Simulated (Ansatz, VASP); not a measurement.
## InSe in VASP and in Ansatz

```xyz
4
Lattice="2.0000 1.1547 8.4400 -2.0000 1.1547 8.4400 0.0000 -2.3094 8.4400" Properties=species:S:1:pos:R:3 pbc="T T T"
In    0.0000    0.0000   22.4994
In    0.0000    0.0000    0.0000
Se    0.0000    0.0000    4.3525
Se    0.0000    0.0000    9.7102
```

Alike in both runs: task relaxation of cell and atoms; functional PBE; dispersion D4; k mesh 8 × 8 × 8; occupations fermi-dirac, width 0.05 eV; no spin polarisation.

```csv
,VASP,Ansatz
version,VASP 6.6.1,Ansatz 0.2.0
potentials or method,"VASP PAW PBE potentials, release 64 (In_d, Se)",Ansatz PAW
plane-wave cutoff (eV),600,420
valence electrons in the cell,38,58
```

|  | VASP | Ansatz | Ansatz less VASP |
| --- | --- | --- | --- |
| relaxed volume (Å³/atom) | 29.26 | 29.21 | -0.046 |
| relaxed cell length with the largest relative difference (Å) | 8.617 | 8.601 | -0.0157 |

VASP's potentials hold 38 valence electrons a cell and Ansatz's 58, so a difference there can come from the potentials and not from the codes.

Noted on Ansatz's run: the plane-wave basis is chosen anew once the cell has moved, so the energies of steps on either side of that aren't comparable.
